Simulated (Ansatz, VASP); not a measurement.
# Two plane-wave programs on NaH

```
CELL_PARAMETERS angstrom
3.31121 0.00000 0.00000
-1.65560 2.86759 0.00000
0.00000 0.00000 5.82572
ATOMIC_POSITIONS crystal
Na 0.00000 0.00000 0.00000
Na 0.00000 0.00000 0.50000
H 0.33333 0.66667 0.25000
H 0.66667 0.33333 0.75000
```

Alike in both runs: task single point; functional PBE; k mesh 9 × 9 × 4; no spin polarisation.

```csv
,VASP,Ansatz
version,VASP 6.6.1,Ansatz 0.2.0
potentials or method,"VASP PAW PBE potentials, release 64 (Na_pv, H)","plane waves, PAW"
plane-wave cutoff (eV),520,420
occupations,"gaussian, width 0.01 eV",fixed
valence electrons in the cell,16,20
```

|  | VASP | Ansatz | Ansatz less VASP |
| --- | --- | --- | --- |
| gap on the k mesh at the Fermi level (eV) | 3.42 | 3.42 | +0.002 |
| pressure (GPa) | 0.7 | 0.7 | +0.03 |
| traceless stress, the component that is largest in VASP (GPa) | 0.08 | 0.08 | -0.005 |

VASP's potentials hold 16 valence electrons a cell and Ansatz's 20, so a difference there can come from the potentials and not from the codes.
